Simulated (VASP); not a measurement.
# GaN (P6_3mc) in VASP: settings compared

The runs below take GaN through relaxation of shape and atoms at fixed volume, single point, with RPBE+D4, r2SCAN.

Program: VASP 6.6.1. These are calculated values, not measurements. Logs are shortened: lines on timing, memory, paths and dates and some standing lists are left out, and cuts for length are marked.

## (1) The cell of the first run

The structure is hexagonal, space group P6_3mc (No. 186). Conventional cell: a = 3.212 Å, b = 3.212 Å, c = 5.235 Å, α = 90.00°, β = 90.00°, γ = 120.00°. Ga (site symmetry 3m) has 4 N at 1.96 to 1.97 Å within 2.6 Å. Within 2.6 Å of N (site symmetry 3m) lie 4 Ga at 1.96 to 1.97 Å.

## (2) Relaxation of shape and atoms at fixed volume, RPBE+D4 (volume scaled by 1.04)

INCAR reads:

```
ALGO = Normal ; EDIFF = 1E-6
EDIFFG = -0.01 ; ENCUT = 600
GGA = RP ; IBRION = 2
ISIF = 4 ; ISMEAR = 0
IVDW = 13 ; LASPH = True
LCHARG = False ; LREAL = False
LWAVE = False ; NELM = 60
NSW = 60 ; PREC = Accurate
SIGMA = 0.05
```

KPOINTS reads:

```
k-points
0
Gamma
  8 8 6
```

POSCAR reads:

```
GaN
1.0
    3.2118097843      0.0000000001      0.0000000000
   -1.6059048922      2.7815088653      0.0000000000
    0.0000000000      0.0000000000      5.2354757380
Ga N
2 2
Direct
    0.3333333333      0.6666666667     -0.0007355918
    0.6666666667      0.3333333333      0.4992644082
    0.3333333333      0.6666666667      0.3757355918
    0.6666666667      0.3333333333      0.8757355918
```

Potentials or basis: VASP PAW PBE potentials, release 64 (Ga_d, N).

Run with:

```
> cat potpaw_PBE.64/Ga_d/POTCAR potpaw_PBE.64/N/POTCAR > POTCAR
> mpirun -np 1 vasp_std > vasp.out
```

OUTCAR:

```text
EDIFF = 1E-6
   EDIFFG = -0.01
   ENCUT = 600
   GGA = RP
   IBRION = 2
   ISIF = 4
   ISMEAR = 0
   IVDW = 13
   LASPH = True
   LREAL = False
   NELM = 60
   NSW = 60
   PREC = Accurate

 ion  position               nearest neighbor table
   1  0.333  0.667  0.999-   4 1.96   4 1.96   4 1.96   3 1.97
   2  0.667  0.333  0.499-   3 1.96   3 1.96   3 1.96   4 1.97
   3  0.333  0.667  0.376-   2 1.96   2 1.96   2 1.96   1 1.97
   4  0.667  0.333  0.876-   1 1.96   1 1.96   1 1.96   2 1.97

  LATTYP: Found a hexagonal cell.
 ALAT       =     3.2118097843
 C/A-ratio  =     1.6300702998

  Lattice vectors:

 A1 = (   3.2118097843,   0.0000000001,   0.0000000000)
 A2 = (  -1.6059048922,   2.7815088653,   0.0000000000)
 A3 = (   0.0000000000,   0.0000000000,   5.2354757380)

Analysis of symmetry for initial positions (statically):
=====================================================================
 Subroutine PRICEL returns:
 Original cell was already a primitive cell.

 Routine SETGRP: Setting up the symmetry group for a
 hexagonal supercell.

 Subroutine GETGRP returns: Found 12 space group operations
 (whereof  6 operations were pure point group operations)
 out of a pool of 24 trial point group operations.

The static configuration has the point symmetry C_3v.
 The point group associated with its full space group is C_6v.

Analysis of symmetry for dynamics (positions and initial velocities):
=====================================================================
 Subroutine PRICEL returns:
 Original cell was already a primitive cell.

 Routine SETGRP: Setting up the symmetry group for a
 hexagonal supercell.

 Subroutine GETGRP returns: Found 12 space group operations
 (whereof  6 operations were pure point group operations)
 out of a pool of 24 trial point group operations.

The dynamic configuration has the point symmetry C_3v.
 The point group associated with its full space group is C_6v.

 Subroutine INISYM returns: Found 12 space group operations
 (whereof  6 operations are pure point group operations),
 and found     1 'primitive' translations

----------------------------------------------------------------------------------------

                                     Primitive cell

  volume of cell :      46.7721

  direct lattice vectors                    reciprocal lattice vectors
     3.211809784  0.000000000  0.000000000     0.311350941  0.179758550  0.000000000
    -1.605904892  2.781508865  0.000000000    -0.000000000  0.359517100  0.000000000
     0.000000000  0.000000000  5.235475738     0.000000000  0.000000000  0.191004610

  length of vectors
     3.211809784  3.211809784  5.235475738     0.359517100  0.359517100  0.191004610

  position of ions in fractional coordinates (direct lattice)
     0.333333333  0.666666667  0.999264408
     0.666666667  0.333333333  0.499264408
     0.333333333  0.666666667  0.375735592
     0.666666667  0.333333333  0.875735592

  ion indices of the primitive-cell ions
   primitive index   ion index
                 1           1
                 2           2
                 3           3
                 4           4

----------------------------------------------------------------------------------------

 KPOINTS: k-points

Automatic generation of k-mesh.
 Grid dimensions read from file:
 generate k-points for:    8    8    6

 Generating k-lattice:

  Cartesian coordinates                     Fractional coordinates (reciprocal lattice)
     0.038918868  0.022469819  0.000000000     0.125000000  0.000000000  0.000000000
    -0.000000000  0.044939637  0.000000000     0.000000000  0.125000000  0.000000000
     0.000000000  0.000000000  0.031834102     0.000000000  0.000000000  0.166666667

  Length of vectors
     0.044939637  0.044939637  0.031834102

  Shift w.r.t. Gamma in fractional coordinates (k-lattice)
     0.000000000  0.000000000  0.000000000

 Subroutine IBZKPT returns following result:
 ===========================================

 Found     40 irreducible k-points:

 Following reciprocal coordinates:
            Coordinates               Weight
  0.000000  0.000000  0.000000      1.000000
  0.125000  0.000000  0.000000      6.000000
  0.250000  0.000000  0.000000      6.000000
  0.375000  0.000000  0.000000      6.000000
  0.500000  0.000000  0.000000      3.000000
  0.125000  0.125000  0.000000      6.000000
[... 16 lines left out ...]
  0.250000  0.000000  0.333333     12.000000
  0.375000  0.000000  0.333333     12.000000
 [... further k-points ...]
   k-points           NKPTS =     40   k-points in BZ     NKDIM =     40   number of bands    NBANDS=     22
   number of dos      NEDOS =    301   number of ions     NIONS =      4
   total plane-waves  NPLWV =  32928
   dimension x,y,z NGX =    28 NGY =   28 NGZ =   42
   dimension x,y,z NGXF=    56 NGYF=   56 NGZF=   84
   ions per type =               2   2
   NGX,Y,Z   is equivalent  to a cutoff of  14.49, 14.49, 13.34 a.u.
   NGXF,Y,Z  is equivalent  to a cutoff of  28.99, 28.99, 26.67 a.u.
 SYSTEM =  unknown system
   PREC   = accura    normal or accurate (medium, high low for compatibility)
   ISTART =      0    job   : 0-new  1-cont  2-samecut
   ICHARG =      2    charge: 1-file 2-atom 10-const
   ISPIN  =      1    spin polarized calculation?
   LNONCOLLINEAR =      F non collinear calculations
   LSORBIT =      F    spin-orbit coupling
   LASPH  =      T    aspherical Exc in radial PAW
   ENCUT  =  600.0 eV  44.10 Ry    6.64 a.u.   6.41  6.41 10.46*2*pi/ulx,y,z
   NELM   =     60;   NELMIN=  2; NELMDL= -5     # of ELM steps
   EDIFF  = 0.1E-05   stopping-criterion for ELM
   LREAL  =      F    real-space projection
   EDIFFG = -.1E-01   stopping-criterion for IOM
   NSW    =     60    number of steps for IOM
   IBRION =      2    ionic relax: 0-MD 1-quasi-New 2-CG
   NFREE  =      1    steps in history (QN), initial steepest desc. (CG)
   ISIF   =      4    stress and relaxation
   ISYM   =      2    0-nonsym 1-usesym 2-fastsym
   POTIM  = 0.5000    time-step for ionic-motion
   TEBEG  =    0.0;   TEEND  =   0.0 temperature during run
   PSTRESS=    0.0 pullay stress
   NELECT =      36.0000    total number of electrons
   NUPDOWN=      -1.0000    fix difference up-down
   EMIN   =  10.00;   EMAX   =-10.00  energy-range for DOS
   EFERMI =   0.00;   METHOD = LEGACY
   ISMEAR =     0;   SIGMA  =   0.05  broadening in eV -4-tet -1-fermi 0-gaus
   EFERMI_NEDOS =   21; number of points for ismear=-14 and -15
   IALGO  =     38    algorithm
   IMIX   =      4    mixing-type and parameters
     AMIX     =   0.40;   BMIX     =  1.00
     AMIX_MAG =   1.60;   BMIX_MAG =  1.00
  volume/ion in A,a.u.               =      11.69        78.91
  Fermi-wavevector in a.u.,A,eV,Ry     =   1.500307  2.835169 30.625649  2.250922
  Thomas-Fermi vector in A             =   2.611824
   LORBIT       =      0    0 simple, 1 ext, 2 COOP (PROOUT), +10 PAW based schemes
   GGA     = RP    functional components
   LHFCALC =     F    Hartree Fock is set to
   AEXX    =    0.0000 exact exchange contribution
   IVDW    =    13    specifies the selected vdW correction
   LEPSILON=     F    determine dielectric tensor
   LRPA    =     F    only Hartree local field effects (RPA)
 conjugate gradient relaxation of ions
 non-spin polarized calculation
 Gauss-broadening in eV      SIGMA  =   0.05
  energy-cutoff  :      600.00
  volume of cell :       46.77
 maximum number of plane-waves:      1589
 NGX is ok and might be reduce to    28
   NGX = 13   NGY = 13   NGZ = 21

 number of electron      36.0000002 magnetization

 Free energy of the ion-electron system (eV)
  ---------------------------------------------------
  ext. energy  EPLUGINS =         0.00000000
  ---------------------------------------------------
  free energy    TOTEN  =       -22.67367866 eV

  energy without entropy =      -22.67367866  energy(sigma->0) =      -22.67367866

 E-fermi :   5.4380     XC(G=0): -11.3477

 val. band max:        5.2061460583   @ k =   0.0000   0.0000   0.0000
 cond. band min:       7.0148383612   @ k =   0.0000   0.0000   0.0000
 fundamental gap:      1.8086923029
 Fermi energy:         5.4379846736

 k-point     1 :       0.0000    0.0000    0.0000
  band No.  band energies     occupation
      1     -10.6171      2.00000
      2      -9.7788      2.00000
      3      -8.2258      2.00000
      4      -8.2109      2.00000
      5      -8.2109      2.00000
      6      -8.1541      2.00000
[... 14 lines left out ...]
     21      14.3644      0.00000
     22      15.0410      0.00000

 k-point     2 :       0.1250    0.0000    0.0000
  band No.  band energies     occupation
      1     -10.4769      2.00000
      2      -9.7447      2.00000
      3      -8.2097      2.00000
      4      -8.1911      2.00000
      5      -8.1602      2.00000
      6      -8.1347      2.00000
[... 14 lines left out ...]
     21      13.8176      0.00000
     22      14.3135      0.00000

 k-point     3 :       0.2500    0.0000    0.0000
  band No.  band energies     occupation
      1     -10.1519      2.00000
      2      -9.6798      2.00000
      3      -8.1736      2.00000
      4      -8.1560      2.00000
      5      -8.0936      2.00000
      6      -8.0595      2.00000
[... 14 lines left out ...]
     21      12.5743      0.00000
     22      13.7058      0.00000
[... 476 lines left out ...]
 k-point    23 :       0.2500    0.0000    0.3333
  band No.  band energies     occupation
      1      -9.9711      2.00000
      2      -9.7337      2.00000
      3      -8.1673      2.00000
      4      -8.1334      2.00000
      5      -8.1269      2.00000
      6      -8.0848      2.00000
[... 14 lines left out ...]
     21      12.4410      0.00000
     22      13.2252      0.00000

 k-point    24 :       0.3750    0.0000    0.3333
  band No.  band energies     occupation
      1      -9.7741      2.00000
      2      -9.6555      2.00000
      3      -8.1692      2.00000
      4      -8.1169      2.00000
      5      -8.1034      2.00000
      6      -8.0283      2.00000
[... 14 lines left out ...]
     21      12.5377      0.00000
     22      13.1872      0.00000

 [... further k-points ...]

------------------------ aborting loop because EDIFF is reached ----------------------------------------

  DFT-D4 for vdW energy calculation

  Edisp (eV):   -3.14808

  FORCE on cell =-STRESS in cart. coord.  units (eV):
  Direction    XX          YY          ZZ          XY          YZ          ZX
  --------------------------------------------------------------------------------------
  -------------------------------------------------------------------------------------
  Total      -2.03140    -2.03140    -2.02385    -0.00000     0.00000    -0.00000
  in kB     -69.58580   -69.58580   -69.32699    -0.00000     0.00000    -0.00000
  external pressure =      -69.50 kB  Pullay stress =        0.00 kB

 VOLUME and BASIS-vectors are now :
 -----------------------------------------------------------------------------
  energy-cutoff  :      600.00
  volume of cell :       46.77
      direct lattice vectors                 reciprocal lattice vectors
     3.211809784  0.000000000  0.000000000     0.311350941  0.179758550  0.000000000
    -1.605904892  2.781508865  0.000000000    -0.000000000  0.359517100  0.000000000
     0.000000000  0.000000000  5.235475738     0.000000000  0.000000000  0.191004610

 POSITION                                       TOTAL-FORCE (eV/Angst)
 -----------------------------------------------------------------------------------
     -0.00000      1.85434      5.23162        -0.000000      0.000000     -0.000118
      1.60590      0.92717      2.61389        -0.000000      0.000000     -0.000118
     -0.00000      1.85434      1.96715         0.000000     -0.000000      0.000118
      1.60590      0.92717      4.58489        -0.000000     -0.000000      0.000118
 -----------------------------------------------------------------------------------
    total drift:                                0.000000      0.000001      0.000006

  FREE ENERGIE OF THE ION-ELECTRON SYSTEM (eV)
  ---------------------------------------------------
  free  energy   TOTEN  =       -25.8217598761 eV

  energy  without entropy=      -25.8217598761  energy(sigma->0) =      -25.82175988

 reached required accuracy - stopping structural energy minimisation
```

Wall time 26 s (1 thread of Intel Xeon 6975P-C (Granite Rapids), shared host); peak memory 0.19 GiB.

What came out:

- Free energy: -25.8218 eV
- Pressure after relaxing: -6.9 GPa
- Band gap on the k mesh: 1.81 eV, direct
- Dispersion energy per atom: -0.787 eV

Final structure:
```xyz
4
Lattice="3.2118 0.0000 0.0000 -1.6059 2.7815 0.0000 0.0000 0.0000 5.2355" Properties=species:S:1:pos:R:3 pbc="T T T"
Ga    0.0000    1.8543    5.2316
Ga    1.6059    0.9272    2.6139
N     0.0000    1.8543    1.9672
N     1.6059    0.9272    4.5849
```

Caveat: the relaxation stopped at its first step, so nothing moved; the PAW data sets were made with another functional, which shifts forces and pressure a little.

(Continued in part 2 of 3.)
